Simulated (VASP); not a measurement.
# In (P6_3/mmc) in VASP: single point with PBE

Aim: the single point of In with PBE.

Program: VASP 6.6.1. These are calculated values, not measurements. Logs are shortened: lines on timing, memory, paths and dates and some standing lists are left out, and cuts for length are marked.

## 1. The cell of the first run

The structure is hexagonal, space group P6_3/mmc (No. 194). Conventional cell: a = 3.364 Å, b = 3.364 Å, c = 5.644 Å, α = 90.00°, β = 90.00°, γ = 120.00°. In (site symmetry -6m2) has 12 In at 3.36 to 3.43 Å within 4.4 Å.

This isn't the form of In at room conditions, which is tetragonal.

## 2. Single point, PBE, non-collinear spin, zero start, spin-orbit coupling

The input, INCAR:

```
PREC = Accurate ; ENCUT = 520
EDIFF = 1E-7 ; ISMEAR = -1
SIGMA = 0.05 ; LREAL = False
LASPH = True ; NELM = 150
ALGO = Normal ; ISIF = 2
LWAVE = False ; LCHARG = False
LNONCOLLINEAR = True ; MAGMOM = 0 0 0 0 0 0
LORBIT = 11 ; LSORBIT = True
GGA_COMPAT = False ; LORBMOM = True
GGA = PE ; NBANDS = 38
```

The input, KPOINTS:

```
Automatic mesh
0
Gamma
  14 14 8
```

The input, POSCAR:

```
In
1.0
    3.3643848798      0.0000000000      0.0000000000
   -1.6821924399      2.9136427740      0.0000000000
    0.0000000000      0.0000000000      5.6442640609
In
2
Direct
    0.3333333333      0.6666666667      0.2500000000
    0.6666666667      0.3333333333      0.7500000000
```

Potentials or basis: VASP PAW PBE potentials, release 64 (In_d).

On the command line:

```
$ cat potpaw_PBE.64/In_d/POTCAR > POTCAR
$ mpirun -np 1 vasp_ncl > vasp.out
```

OUTCAR:

```text
PREC = Accurate
   ENCUT = 520
   EDIFF = 1E-7
   ISMEAR = -1
   LREAL = False
   LASPH = True
   NELM = 150
   ISIF = 2
   LNONCOLLINEAR = True
   LORBIT = 11
   LSORBIT = True
   GGA = PE

 ion  position               nearest neighbor table
   1  0.333  0.667  0.250-   2 3.43   2 3.43   2 3.43   2 3.43   2 3.43   2 3.43
   2  0.667  0.333  0.750-   1 3.43   1 3.43   1 3.43   1 3.43   1 3.43   1 3.43

  LATTYP: Found a hexagonal cell.
 ALAT       =     3.3643848798
 C/A-ratio  =     1.6776511198

  Lattice vectors:

 A1 = (   3.3643848798,   0.0000000000,   0.0000000000)
 A2 = (  -1.6821924399,   2.9136427740,   0.0000000000)
 A3 = (   0.0000000000,   0.0000000000,   5.6442640609)

Analysis of symmetry for initial positions (statically):
=====================================================================
 Subroutine PRICEL returns:
 Original cell was already a primitive cell.

 Routine SETGRP: Setting up the symmetry group for a
 hexagonal supercell.

 Subroutine GETGRP returns: Found 24 space group operations
 (whereof 12 operations were pure point group operations)
 out of a pool of 24 trial point group operations.

The static configuration has the point symmetry D_3d.
 The point group associated with its full space group is D_6h.

Analysis of symmetry for dynamics (positions and initial velocities):
=====================================================================
 Subroutine PRICEL returns:
 Original cell was already a primitive cell.

 Routine SETGRP: Setting up the symmetry group for a
 hexagonal supercell.

 Subroutine GETGRP returns: Found 24 space group operations
 (whereof 12 operations were pure point group operations)
 out of a pool of 24 trial point group operations.

The dynamic configuration has the point symmetry D_3d.
 The point group associated with its full space group is D_6h.

Analysis of structural, dynamic, and magnetic symmetry:
=====================================================================
 Subroutine PRICEL returns:
 Original cell was already a primitive cell.

 Routine SETGRP: Setting up the symmetry group for a
 hexagonal supercell.

 Subroutine GETGRP returns: Found 24 space group operations
 (whereof 12 operations were pure point group operations)
 out of a pool of 24 trial point group operations.

The overall configuration has the point symmetry D_3d.
 The point group associated with its full space group is D_6h.

 Subroutine INISYM returns: Found 24 space group operations
 (whereof 12 operations are pure point group operations),
 and found     1 'primitive' translations

----------------------------------------------------------------------------------------

                                     Primitive cell

  volume of cell :      55.3286

  direct lattice vectors                    reciprocal lattice vectors
     3.364384880  0.000000000  0.000000000     0.297231154  0.171606487  0.000000000
    -1.682192440  2.913642774  0.000000000     0.000000000  0.343212973  0.000000000
     0.000000000  0.000000000  5.644264061     0.000000000  0.000000000  0.177171016

  length of vectors
     3.364384880  3.364384880  5.644264061     0.343212973  0.343212973  0.177171016

  position of ions in fractional coordinates (direct lattice)
     0.333333333  0.666666667  0.250000000
     0.666666667  0.333333333  0.750000000

  ion indices of the primitive-cell ions
   primitive index   ion index
                 1           1
                 2           2

----------------------------------------------------------------------------------------

 KPOINTS: Automatic mesh

Automatic generation of k-mesh.
 Grid dimensions read from file:
 generate k-points for:   14   14    8

 Generating k-lattice:

[... 97 lines left out ...]

 number of electron      26.0000000 magnetization       0.0000000      0.0000000      0.0000000

 number of electron      26.0000005 magnetization       0.0000000     -0.0000000      0.0000000

 number of electron      26.0000005 magnetization      -0.0000000     -0.0000000      0.0000000

 Free energy of the ion-electron system (eV)
  ---------------------------------------------------
  ext. energy  EPLUGINS =         0.00000000
  ---------------------------------------------------
  free energy    TOTEN  =        -5.18308475 eV

  energy without entropy =       -5.17614337  energy(sigma->0) =       -5.17961406

 E-fermi :   6.9540     XC(G=0):  -9.9900

 val. band max:        6.9415654247   @ k =   0.3571   0.2857   0.2500
 cond. band min:       6.9581178828   @ k =   0.2857   0.0714   0.0000
 fundamental gap:      0.0165524581
 Fermi energy:         6.9540359737

 k-point     1 :       0.0000    0.0000    0.0000
  band No.  band energies     occupation
      1      -8.1287      1.00000
      2      -8.1287      1.00000
      3      -8.1276      1.00000
      4      -8.1276      1.00000
      5      -8.1251      1.00000
      6      -8.1251      1.00000
[... 973 lines left out ...]
     37      12.5647      0.00000
     38      12.5647      0.00000

 [... further k-points ...]

------------------------ aborting loop because EDIFF is reached ----------------------------------------

  FORCE on cell =-STRESS in cart. coord.  units (eV):
  Direction    XX          YY          ZZ          XY          YZ          ZX
  --------------------------------------------------------------------------------------
  -------------------------------------------------------------------------------------
  Total       -0.0006421     -0.0006421     -0.0064961      0.0000000      0.0000000      0.0000000
  in kB       -0.0185924     -0.0185924     -0.1881120      0.0000000      0.0000000      0.0000000
  external PRESSURE =      -0.0750989 kB  Pullay stress =       0.0000000 kB

 VOLUME and BASIS-vectors are now :
 -----------------------------------------------------------------------------
  energy-cutoff  :      520.00
  volume of cell :       55.33
      direct lattice vectors                 reciprocal lattice vectors
     3.364384880  0.000000000  0.000000000     0.297231154  0.171606487  0.000000000
    -1.682192440  2.913642774  0.000000000     0.000000000  0.343212973  0.000000000
     0.000000000  0.000000000  5.644264061     0.000000000  0.000000000  0.177171016

 POSITION                                       TOTAL-FORCE (eV/Angst)
 -----------------------------------------------------------------------------------
     -0.00000      1.94243      1.41107        -0.000000     -0.000000      0.000000
      1.68219      0.97121      4.23320         0.000000      0.000000     -0.000000
 -----------------------------------------------------------------------------------
    total drift:                                0.000000      0.000000      0.000000

  FREE ENERGIE OF THE ION-ELECTRON SYSTEM (eV)
  ---------------------------------------------------
  free  energy   TOTEN  =        -5.1830847491 eV

  energy  without entropy=       -5.1761433675  energy(sigma->0) =       -5.17961406

 orbital moment (x)

 # of ion     p       d       tot
 ----------------------------------------
  1         0.000  -0.000   0.000
  2         0.000  -0.000   0.000
 ----------------------------------------
            0.000  -0.000   0.000

 orbital moment (y)

 # of ion     p       d       tot
 ----------------------------------------
  1         0.000  -0.000   0.000
  2         0.000   0.000   0.000
 ----------------------------------------
            0.000   0.000   0.000

 orbital moment (z)

 # of ion     p       d       tot
 ----------------------------------------
  1         0.000   0.000   0.000
  2         0.000   0.000   0.000
 ----------------------------------------
            0.000   0.000   0.000

 Spin-Orbit-Coupling matrix elements

 Ion:    1  E_soc:     -0.0687313
 l=   1
     0.0000000    -0.0050863    -0.0052438
    -0.0050863     0.0000000    -0.0050863
    -0.0052438    -0.0050863     0.0000000
 l=   2
     0.0000000    -0.0012662     0.0000000    -0.0012662    -0.0050385
    -0.0012662     0.0000000    -0.0037890    -0.0012681    -0.0012662
     0.0000000    -0.0037890     0.0000000    -0.0037890     0.0000000
    -0.0012662    -0.0012681    -0.0037890     0.0000000    -0.0012662
    -0.0050385    -0.0012662     0.0000000    -0.0012662     0.0000000
 l=   3
     0.0000000     0.0000000     0.0000000     0.0000000     0.0000000     0.0000000     0.0000000
     0.0000000     0.0000000     0.0000000     0.0000000     0.0000000     0.0000000     0.0000000
     0.0000000     0.0000000     0.0000000     0.0000000     0.0000000     0.0000000     0.0000000
     0.0000000     0.0000000     0.0000000     0.0000000     0.0000000     0.0000000     0.0000000
     0.0000000     0.0000000     0.0000000     0.0000000     0.0000000     0.0000000     0.0000000
     0.0000000     0.0000000     0.0000000     0.0000000     0.0000000     0.0000000     0.0000000
     0.0000000     0.0000000     0.0000000     0.0000000     0.0000000     0.0000000     0.0000000

 Ion:    2  E_soc:     -0.0687313
 l=   1
     0.0000000    -0.0050863    -0.0052438
    -0.0050863     0.0000000    -0.0050863
    -0.0052438    -0.0050863     0.0000000
 l=   2
     0.0000000    -0.0012662     0.0000000    -0.0012662    -0.0050385
    -0.0012662     0.0000000    -0.0037890    -0.0012681    -0.0012662
     0.0000000    -0.0037890     0.0000000    -0.0037890     0.0000000
    -0.0012662    -0.0012681    -0.0037890     0.0000000    -0.0012662
    -0.0050385    -0.0012662     0.0000000    -0.0012662     0.0000000
 l=   3
     0.0000000     0.0000000     0.0000000     0.0000000     0.0000000     0.0000000     0.0000000
     0.0000000     0.0000000     0.0000000     0.0000000     0.0000000     0.0000000     0.0000000
     0.0000000     0.0000000     0.0000000     0.0000000     0.0000000     0.0000000     0.0000000
     0.0000000     0.0000000     0.0000000     0.0000000     0.0000000     0.0000000     0.0000000
     0.0000000     0.0000000     0.0000000     0.0000000     0.0000000     0.0000000     0.0000000
     0.0000000     0.0000000     0.0000000     0.0000000     0.0000000     0.0000000     0.0000000
     0.0000000     0.0000000     0.0000000     0.0000000     0.0000000     0.0000000     0.0000000

 total charge

# of ion       s       p       d       tot
------------------------------------------
    1        1.012   0.456   9.847  11.314
    2        1.012   0.456   9.847  11.314
--------------------------------------------------
tot          2.023   0.912  19.693  22.629

 magnetization (x)

# of ion       s       p       d       tot
------------------------------------------
    1        0.000   0.000   0.000   0.000
    2        0.000   0.000   0.000   0.000
--------------------------------------------------
tot          0.000   0.000   0.000   0.000

 magnetization (y)

# of ion       s       p       d       tot
------------------------------------------
    1        0.000   0.000  -0.000  -0.000
    2        0.000   0.000   0.000   0.000
--------------------------------------------------
tot          0.000   0.000  -0.000   0.000

 magnetization (z)

# of ion       s       p       d       tot
------------------------------------------
    1        0.000   0.000   0.000   0.000
    2        0.000   0.000   0.000   0.000
--------------------------------------------------
tot          0.000   0.000   0.000   0.000
```

It took 10 min on 1 thread of Oxide Virtual Turin-like, shared host; peak memory 0.48 GiB.

What came out:

| Property | Result |
| --- | --- |
| Free energy | -5.1831 eV |
| Pressure | 0.0 GPa |
| Net moment | 0.00 μB per cell |
| Valence electrons inside the program's atomic spheres | In 11.31 |

Moments on the atoms (μB; x, y, z):
```
In  0.00 0.00 0.00
In  0.00 0.00 0.00
```
